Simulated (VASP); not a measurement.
# B2AsH2 (P-3m1) in VASP: a series of runs

Runs on B2AsH2. Level: PBE. Tasks: relaxation of cell and atoms.

All numbers are computed with VASP 6.6.1; they aren't measurements. Logs are shortened: lines on timing, memory, paths and dates and some standing lists are left out, and cuts for length are marked.

## (1) The cell of the first run

Symmetry: P-3m1, No. 164, trigonal system. The conventional cell has a = 3.314 Å, b = 3.314 Å, c = 8.781 Å, α = 90.00°, β = 90.00°, γ = 120.00°. B (site symmetry 3m) has 3 As at 2.19 Å and 3 B at 2.87 Å within 2.9 Å. Within 1.0 Å of H (site symmetry 3m) lie 1 H at 0.75 Å. As (site symmetry -3m) has 6 B at 2.19 Å within 2.9 Å.

The cell was built from a structure type or drawn by symmetry, and may not be a known phase.

## (2) Relaxation of cell and atoms, PBE

Contents of INCAR:

```
SYSTEM = B2AsH2
PREC = Accurate ; ENCUT = 600
EDIFF = 1E-6 ; ISMEAR = 0
SIGMA = 0.1 ; LREAL = .False.
LASPH = .True. ; NELM = 100
ALGO = Normal ; ISIF = 3
LWAVE = .False. ; LCHARG = .False.
GGA = PE ; IBRION = 2
NSW = 100 ; EDIFFG = -0.01
```

Contents of KPOINTS:

```
Automatic mesh
0
Gamma
  12 12 4
  0 0 0
```

Contents of POSCAR:

```
B2AsH2
1.0
    3.3143610854      0.0000000000      0.0000000000
   -1.6571805427      2.8703208972      0.0000000000
    0.0000000000      0.0000000000      8.7813922500
B H As
2 2 1
Direct
    0.3333333333      0.6666666667      0.6214455524
    0.6666666667      0.3333333333      0.3785544476
    0.0000000000      0.0000000000      0.9572748611
    0.0000000000      0.0000000000      0.0427251389
    0.0000000000      0.0000000000      0.5000000000
```

Potentials or basis: VASP PAW PBE potentials, release 64 (B, H, As).

Started as:

```sh
cat potpaw_PBE.64/B/POTCAR potpaw_PBE.64/H/POTCAR potpaw_PBE.64/As/POTCAR > POTCAR
mpirun -np 1 vasp_std > vasp.out
```

OUTCAR:

```text
SYSTEM = B2AsH2
   PREC = Accurate
   ENCUT = 600
   EDIFF = 1E-6
   ISMEAR = 0
   LREAL = .False.
   LASPH = .True.
   NELM = 100
   ISIF = 3
   GGA = PE
   IBRION = 2
   NSW = 100
   EDIFFG = -0.01

 ion  position               nearest neighbor table
   1  0.333  0.667  0.621-   5 2.19   5 2.19   5 2.19
   2  0.667  0.333  0.379-   5 2.19   5 2.19   5 2.19
   3  0.000  0.000  0.957-   4 0.75
   4  0.000  0.000  0.043-   3 0.75
   5  0.000  0.000  0.500-   1 2.19   2 2.19   1 2.19   2 2.19   2 2.19   1 2.19

  LATTYP: Found a hexagonal cell.
 ALAT       =     3.3143610854
 C/A-ratio  =     2.6494977535

  Lattice vectors:

 A1 = (   3.3143610854,   0.0000000000,   0.0000000000)
 A2 = (  -1.6571805427,   2.8703208972,   0.0000000000)
 A3 = (   0.0000000000,   0.0000000000,   8.7813922500)

Analysis of symmetry for initial positions (statically):
=====================================================================
 Subroutine PRICEL returns:
 Original cell was already a primitive cell.

 Routine SETGRP: Setting up the symmetry group for a
 hexagonal supercell.

 Subroutine GETGRP returns: Found 12 space group operations
 (whereof 12 operations were pure point group operations)
 out of a pool of 24 trial point group operations.

The static configuration has the point symmetry D_3d.

Analysis of symmetry for dynamics (positions and initial velocities):
=====================================================================
 Subroutine PRICEL returns:
 Original cell was already a primitive cell.

 Routine SETGRP: Setting up the symmetry group for a
 hexagonal supercell.

 Subroutine GETGRP returns: Found 12 space group operations
 (whereof 12 operations were pure point group operations)
 out of a pool of 24 trial point group operations.

The dynamic configuration has the point symmetry D_3d.

 Subroutine INISYM returns: Found 12 space group operations
 (whereof 12 operations are pure point group operations),
 and found     1 'primitive' translations

----------------------------------------------------------------------------------------

                                     Primitive cell

  volume of cell :      83.5398

  direct lattice vectors                    reciprocal lattice vectors
     3.314361085  0.000000000  0.000000000     0.301717276  0.174196551  0.000000000
    -1.657180543  2.870320897  0.000000000     0.000000000  0.348393102  0.000000000
     0.000000000  0.000000000  8.781392250     0.000000000  0.000000000  0.113877159

  length of vectors
     3.314361085  3.314361085  8.781392250     0.348393102  0.348393102  0.113877159

  position of ions in fractional coordinates (direct lattice)
     0.333333333  0.666666667  0.621445552
     0.666666667  0.333333333  0.378554448
     0.000000000  0.000000000  0.957274861
     0.000000000  0.000000000  0.042725139
     0.000000000  0.000000000  0.500000000

  ion indices of the primitive-cell ions
   primitive index   ion index
                 1           1
                 2           2
                 3           3
                 4           4
                 5           5

----------------------------------------------------------------------------------------

 KPOINTS: Automatic mesh

Automatic generation of k-mesh.
 Grid dimensions read from file:
 generate k-points for:   12   12    4

 Generating k-lattice:

  Cartesian coordinates                     Fractional coordinates (reciprocal lattice)
     0.025143106  0.014516379  0.000000000     0.083333333 -0.000000000  0.000000000
     0.000000000  0.029032758  0.000000000     0.000000000  0.083333333  0.000000000
     0.000000000  0.000000000  0.028469290     0.000000000  0.000000000  0.250000000

  Length of vectors
     0.029032758  0.029032758  0.028469290

  Shift w.r.t. Gamma in fractional coordinates (k-lattice)
     0.000000000  0.000000000  0.000000000

 Subroutine IBZKPT returns following result:
 ===========================================

 Found     69 irreducible k-points:

 Following reciprocal coordinates:
            Coordinates               Weight
  0.000000  0.000000  0.000000      1.000000
  0.083333  0.000000  0.000000      6.000000
  0.166667  0.000000  0.000000      6.000000
  0.250000  0.000000  0.000000      6.000000
  0.333333  0.000000  0.000000      6.000000
  0.416667 -0.000000  0.000000      6.000000
[... 16 lines left out ...]
  0.166667  0.000000  0.250000      6.000000
  0.000000  0.166667  0.250000      6.000000
 [... further k-points ...]
   k-points           NKPTS =     69   k-points in BZ     NKDIM =     69   number of bands    NBANDS=     10
   number of dos      NEDOS =    301   number of ions     NIONS =      5
   total plane-waves  NPLWV =  54880
   dimension x,y,z NGX =    28 NGY =   28 NGZ =   70
   dimension x,y,z NGXF=    56 NGYF=   56 NGZF=  140
   ions per type =               2   2   1
   NGX,Y,Z   is equivalent  to a cutoff of  14.04, 14.04, 13.25 a.u.
   NGXF,Y,Z  is equivalent  to a cutoff of  28.09, 28.09, 26.50 a.u.
 SYSTEM =  B2AsH2
   PREC   = accura    normal or accurate (medium, high low for compatibility)
   ISTART =      0    job   : 0-new  1-cont  2-samecut
   ICHARG =      2    charge: 1-file 2-atom 10-const
   ISPIN  =      1    spin polarized calculation?
   LNONCOLLINEAR =      F non collinear calculations
   LSORBIT =      F    spin-orbit coupling
   LASPH  =      T    aspherical Exc in radial PAW
   ENCUT  =  600.0 eV  44.10 Ry    6.64 a.u.   6.62  6.62 17.54*2*pi/ulx,y,z
   NELM   =    100;   NELMIN=  2; NELMDL= -5     # of ELM steps
   EDIFF  = 0.1E-05   stopping-criterion for ELM
   LREAL  =      F    real-space projection
   EDIFFG = -.1E-01   stopping-criterion for IOM
   NSW    =    100    number of steps for IOM
   IBRION =      2    ionic relax: 0-MD 1-quasi-New 2-CG
   NFREE  =      1    steps in history (QN), initial steepest desc. (CG)
   ISIF   =      3    stress and relaxation
   ISYM   =      2    0-nonsym 1-usesym 2-fastsym
   POTIM  = 0.5000    time-step for ionic-motion
   TEBEG  =    0.0;   TEEND  =   0.0 temperature during run
   PSTRESS=    0.0 pullay stress
   NELECT =      13.0000    total number of electrons
   NUPDOWN=      -1.0000    fix difference up-down
   EMIN   =  10.00;   EMAX   =-10.00  energy-range for DOS
   EFERMI =   0.00;   METHOD = LEGACY
   ISMEAR =     0;   SIGMA  =   0.10  broadening in eV -4-tet -1-fermi 0-gaus
   EFERMI_NEDOS =   21; number of points for ismear=-14 and -15
   IALGO  =     38    algorithm
   IMIX   =      4    mixing-type and parameters
     AMIX     =   0.40;   BMIX     =  1.00
     AMIX_MAG =   1.60;   BMIX_MAG =  1.00
  volume/ion in A,a.u.               =      16.71       112.75
  Fermi-wavevector in a.u.,A,eV,Ry     =   0.880558  1.664014 10.549723  0.775383
  Thomas-Fermi vector in A             =   2.000935
   LORBIT       =      0    0 simple, 1 ext, 2 COOP (PROOUT), +10 PAW based schemes
   GGA     = PE    functional components
   LHFCALC =     F    Hartree Fock is set to
   AEXX    =    0.0000 exact exchange contribution
   IVDW    =     0    specifies the selected vdW correction
   LEPSILON=     F    determine dielectric tensor
   LRPA    =     F    only Hartree local field effects (RPA)
 conjugate gradient relaxation of ions
 non-spin polarized calculation
 Gauss-broadening in eV      SIGMA  =   0.10
  energy-cutoff  :      600.00
  volume of cell :       83.54
 maximum number of plane-waves:      2844
 NGX is ok and might be reduce to    28
   NGX = 13   NGY = 13   NGZ = 35

--------------------------------------- Ionic step        1  -------------------------------------------

 number of electron      13.0000003 magnetization

 Free energy of the ion-electron system (eV)
  ---------------------------------------------------
  ext. energy  EPLUGINS =         0.00000000
  ---------------------------------------------------
  free energy    TOTEN  =       -19.21577496 eV

  energy without entropy =      -19.21036999  energy(sigma->0) =      -19.21307247

------------------------ aborting loop because EDIFF is reached ----------------------------------------

  FORCE on cell =-STRESS in cart. coord.  units (eV):
  Direction    XX          YY          ZZ          XY          YZ          ZX
  --------------------------------------------------------------------------------------
  -------------------------------------------------------------------------------------
  Total        0.3878668      0.3878668     -0.4910061      0.0000000     -0.0000000     -0.0000000
  in kB        7.4387427      7.4387427     -9.4168109      0.0000000     -0.0000000     -0.0000000
  external PRESSURE =       1.8202249 kB  Pullay stress =       0.0000000 kB
[... 180 lines left out ...]
  energy  without entropy=      -19.2221117612  energy(sigma->0) =      -19.22431798

--------------------------------------- Ionic step        6  -------------------------------------------

 number of electron      13.0000001 magnetization

 Free energy of the ion-electron system (eV)
  ---------------------------------------------------
  ext. energy  EPLUGINS =         0.00000000
  ---------------------------------------------------
  free energy    TOTEN  =       -19.22673299 eV

  energy without entropy =      -19.22233589  energy(sigma->0) =      -19.22453444

 E-fermi :  -0.1632     XC(G=0):  -7.2666

 val. band max:       -0.2042845704   @ k =   0.3333   0.0000   0.0000
 cond. band min:      -0.0187862559   @ k =   0.3333   0.0833   0.5000
 fundamental gap:      0.1854983145
 Fermi energy:        -0.1631534222

 k-point     1 :       0.0000    0.0000    0.0000
  band No.  band energies     occupation
      1     -15.1792      2.00000
      2      -7.5631      2.00000
      3      -5.5442      2.00000
      4      -1.6380      2.00000
      5      -0.9563      2.00000
      6      -0.9563      2.00000
      7       0.8871      0.00000
      8       0.8871      0.00000
      9       1.5224      0.00000
     10       3.0158      0.00000
[... 287 lines left out ...]
 k-point    24 :       0.0000    0.1667    0.2500
  band No.  band energies     occupation
      1     -14.7466      2.00000
      2      -7.1961      2.00000
      3      -5.3211      2.00000
      4      -3.8663      2.00000
      5      -2.1307      2.00000
      6      -1.4212      2.00000
      7       0.0118      0.01336
      8       1.7840      0.00000
      9       1.7873      0.00000
     10       4.0008      0.00000

 [... further k-points ...]

------------------------ aborting loop because EDIFF is reached ----------------------------------------

  FORCE on cell =-STRESS in cart. coord.  units (eV):
  Direction    XX          YY          ZZ          XY          YZ          ZX
  --------------------------------------------------------------------------------------
  -------------------------------------------------------------------------------------
  Total        0.0092552      0.0092552      0.0486456      0.0000000      0.0000000      0.0000000
  in kB        0.1756836      0.1756836      0.9233962      0.0000000      0.0000000      0.0000000
  external PRESSURE =       0.4249211 kB  Pullay stress =       0.0000000 kB
[... 20 lines left out ...]
  FREE ENERGIE OF THE ION-ELECTRON SYSTEM (eV)
  ---------------------------------------------------
  free  energy   TOTEN  =       -19.2267329858 eV

  energy  without entropy=      -19.2223358879  energy(sigma->0) =      -19.22453444

 reached required accuracy - stopping structural energy minimisation
```

Run time: 4.3 min. Hardware: 1 thread of Intel Xeon 8259CL, shared host; peak memory 0.29 GiB.

What came out:

- Free energy: -19.2267 eV
- Relaxed volume: 16.88 Å³/atom
- Relaxed cell: a = 3.344 Å, b = 3.344 Å, c = 8.714 Å, α = 90.00°, β = 90.00°, γ = 120.00°
- Space group after relaxing (to 0.1 Å): P-3m1 (No. 164)
- Energy gained by relaxing: 2.2 meV/atom
- Ionic steps: 6
- Pressure after relaxing: 0.0 GPa
- Largest force after relaxing: 0.006 eV/Å
- Band gap on the k mesh: zero (an odd number of electrons rules out a gap without spin polarisation)

Forces in eV/Å, atoms in the order of the input:
```
B    0.000  0.000 -0.005
B    0.000  0.000  0.005
H    0.000  0.000  0.006
H    0.000  0.000 -0.006
As   0.000  0.000  0.000
```

Step by step:
```tsv
step	energy change (eV)	largest force (eV/Å)	pressure (GPa)	volume (Å³)
1	0.0000	0.2515	0.18	83.54
2	-0.0080	0.1278	0.28	83.77
3	-0.0097	0.2308	0.37	83.94
4	-0.0047	0.6071	-0.27	84.64
5	-0.0107	0.0214	0.19	84.14
6	-0.0110	0.0063	0.04	84.40
```

Final structure:
```
B H As
1.0
     3.34427    0.00000    0.00000
    -1.67213    2.89622    0.00000
     0.00000    0.00000    8.71431
B H As
2 2 1
Direct
  0.33333 0.66667 0.61882
  0.66667 0.33333 0.38118
  0.00000 0.00000 0.95694
  0.00000 0.00000 0.04306
  0.00000 0.00000 0.50000
```

Levels at points of the mesh, in eV from the Fermi level:
```
           k point  band 2  band 3  band 4  band 5  band 6  band 7  band 8  band 9  band 10
(0.00, 0.00, 0.00)   -7.40   -5.38   -1.47   -0.79   -0.79    1.05    1.05    1.69     3.18
(0.50, 0.00, 0.00)   -9.51   -4.56   -4.24   -3.68   -3.60    0.72    0.75    2.09     2.92
(0.00, 0.00, 0.50)   -7.42   -5.29   -1.72   -0.79   -0.79    1.05    1.05    2.08     3.17
(0.50, 0.00, 0.50)   -9.51   -4.64   -4.15   -3.69   -3.60    0.73    0.75    2.09     2.78
```

Caveat: this functional lacks dispersion, which binds the layers, so the pressure and a relaxed spacing across them are unreliable.

## (3) Relaxation of cell and atoms, PBE

This run uses another cell than the first one, of 17.73 Å³/atom.

Contents of INCAR:

```
SYSTEM = B2AsH2
ALGO = Normal ; EDIFF = 1E-6
EDIFFG = -0.01 ; ENCUT = 600
GGA = PE ; IBRION = 2
ISIF = 3 ; ISMEAR = 0
LASPH = .TRUE. ; LCHARG = .FALSE.
LREAL = .FALSE. ; LWAVE = .FALSE.
NELM = 80 ; NSW = 100
PREC = Accurate ; SIGMA = 0.1
```

Contents of KPOINTS:

```
k-points
0
G
  12 12 4
  0 0 0
```

Contents of POSCAR:

```
B2AsH2
1.0
    3.3403581927      0.0000000000      0.0000000000
   -1.6701790963      2.8928350526      0.0000000000
    0.0000000000      0.0000000000      9.1742538266
B H As
2 2 1
Direct
    0.3333333333      0.6666666667      0.6125937568
    0.6666666667      0.3333333333      0.3874062432
    0.0000000000      0.0000000000      0.9591001853
    0.0000000000      0.0000000000      0.0408998147
    0.0000000000      0.0000000000      0.5000000000
```

Potentials or basis: VASP PAW PBE potentials, release 64 (B, H, As).

Started as:

```sh
cat potpaw_PBE.64/B/POTCAR potpaw_PBE.64/H/POTCAR potpaw_PBE.64/As/POTCAR > POTCAR
mpirun -np 1 vasp_std > vasp.out
```

Wall time 3.1 min (1 thread of Intel Xeon 8259CL, shared host); peak memory 0.31 GiB.

Results (log left out):

* Free energy: -19.2290 eV
* Relaxed volume: 17.78 Å³/atom
* Relaxed cell: a = 3.344 Å, b = 3.344 Å, c = 9.180 Å, α = 90.00°, β = 90.00°, γ = 120.00°
* Space group after relaxing (to 0.1 Å): P-3m1 (No. 164)
* Energy gained by relaxing: 0.0 meV/atom
* Ionic steps: 5
* Pressure after relaxing: 0.0 GPa
* Band gap on the k mesh: zero (an odd number of electrons rules out a gap without spin polarisation)

Forces on the atoms (eV/Å):
```
B    0.000  0.000 -0.003
B    0.000  0.000  0.003
H    0.000  0.000 -0.002
H    0.000  0.000  0.002
As   0.000  0.000  0.000
```

Step by step:
| step | energy change (eV) | largest force (eV/Å) | pressure (GPa) | volume (Å³) |
| --- | --- | --- | --- | --- |
| 1 | 0.0000 | 0.0313 | 0.16 | 88.65 |
| 2 | -0.0002 | 0.0294 | 0.04 | 88.88 |
| 3 | -0.0002 | 0.0310 | 0.04 | 88.89 |
| 4 | -0.0001 | 0.0659 | -0.07 | 89.01 |
| 5 | -0.0002 | 0.0028 | 0.00 | 88.92 |

Final structure:
```yaml
crystal:
  lattice:
    - [3.34448, 0.00000, 0.00000]
    - [-1.67224, 2.89640, 0.00000]
    - [0.00000, 0.00000, 9.17977]
  atoms:
    - { symbol: B, position: [0.33333, 0.66667, 0.61278] }
    - { symbol: B, position: [0.66667, 0.33333, 0.38722] }
    - { symbol: H, position: [0.00000, 0.00000, 0.95916] }
    - { symbol: H, position: [0.00000, 0.00000, 0.04084] }
    - { symbol: As, position: [0.00000, 0.00000, 0.50000] }
```

Levels at points of the mesh, in eV from the Fermi level:
```
           k point  band 2  band 3  band 4  band 5  band 6  band 7  band 8  band 9  band 10
(0.00, 0.00, 0.00)   -7.39   -5.33   -1.55   -0.79   -0.79    1.05    1.05    1.70     3.18
(0.50, 0.00, 0.00)   -9.51   -4.53   -4.24   -3.68   -3.60    0.73    0.75    2.09     2.90
(0.00, 0.00, 0.50)   -7.40   -5.28   -1.69   -0.79   -0.79    1.05    1.05    2.00     3.17
(0.50, 0.00, 0.50)   -9.51   -4.57   -4.19   -3.68   -3.60    0.74    0.75    2.09     2.81
```

Caveat: this functional lacks dispersion, which binds the layers, so the pressure and a relaxed spacing across them are unreliable.
